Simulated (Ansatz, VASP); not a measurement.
# HfS2 in VASP and in Ansatz

INCAR

```
PREC     = Accurate       # precision mode
ENCUT    = 450            # plane-wave cutoff, eV
EDIFF    = 1E-7           # SCF threshold, eV
ISMEAR   = 0              # smearing method
SIGMA    = 0.02           # smearing width, eV
LREAL    = False          # projectors in reciprocal space
LASPH    = True           # aspherical terms in the spheres
NELM     = 120            # most SCF steps
ALGO     = Normal         # electronic algorithm
ISIF     = 2              # what is computed and relaxed
LWAVE    = False          # write WAVECAR
LCHARG   = False          # write CHGCAR
LDIPOL   = True         
IDIPOL   = 3            
DIPOL    = 0.5 0.5 0.500
GGA      = PE             # functional
IVDW     = 12             # dispersion correction
IBRION   = 2              # ionic algorithm
NSW      = 60             # ionic steps
EDIFFG   = -0.01          # ionic threshold
GGA_COMPAT= False        
NELMIN   = 4            
NELMDL   = -8
```

KPOINTS

```
Automatic mesh
0
Gamma
  9 9 1
```

The input POSCAR:

```
HfS2
1.0
    3.4735977285      0.0000000000      0.0000000000
   -1.7367988642      3.0082238754      0.0000000000
    0.0000000000      0.0000000000     31.8244159702
S Hf
2 1
Direct
    0.6666666667      0.3333333333      0.4542712592
    0.3333333333      0.6666666667      0.5457287408
    0.0000000000      0.0000000000      0.5000000000
```

Input for Ansatz:

```yaml
crystal:
  lattice:
    - [3.4735977285, 0.0, 0.0]
    - [-1.7367988642, 3.0082238754, 0.0]
    - [0.0, 0.0, 31.8244159702]
  atoms:
    - { symbol: S, position: [0.6666666667, 0.3333333333, 0.4542712592] }
    - { symbol: Hf, position: [0.0, 0.0, 0.5] }
    - { symbol: S, position: [0.3333333333, 0.6666666667, 0.5457287408] }
  periodic: [true, true, false]
basis:
  ecutwfc: 420
kpoints:
  mp_grid: { grid: [9, 9, 1] }
  band_path:
    path:
      - [0, 0, 0]
      - [0.5, 0, 0]
      - [0.3333333333333, 0.3333333333333, 0]
      - [0, 0, 0]
    npoints: 8
hamiltonian:
  xc: pbe
  dispersion: d3bj
scf:
  occupations: { method: gaussian, width: 0.02 }
output:
  forces: true
  stress: true
  eigenvalues: true
  write_density: true
  write_potential: true
  elf: true
  volumetric_format: npy
relax:
  adjacent_minimum: "off"
  f_tol: 0.01
  max_steps: 40
```

Change from the starting cell: biaxial strain -0.040, atoms relaxed.

Alike in both runs: task relaxation of the atoms; functional PBE; dispersion D3(BJ); k mesh 9 × 9 × 1; occupations gaussian, width 0.02 eV; no spin polarisation.

|  | VASP | Ansatz |
| --- | --- | --- |
| version | VASP 6.6.1 | Ansatz 0.2.0 |
| potentials or method | VASP PAW PBE potentials, release 64 (S, Hf_pv), cutoff 450 eV | scalar-relativistic, plane waves, PAW |
| valence electrons in the cell | 22 | 38 |

VASP gave:

* gap on the k mesh at the Fermi level, each at its own relaxed structure (eV): 0.70

Q: Estimate Ansatz's values.

A: gap on the k mesh at the Fermi level, each at its own relaxed structure (eV): 0.66.

VASP's potentials hold 22 valence electrons a cell and Ansatz's 38, so a difference there can come from the potentials and not from the codes. Ansatz's warnings: stress scf threshold loose.

Neither program's run includes spin-orbit coupling.
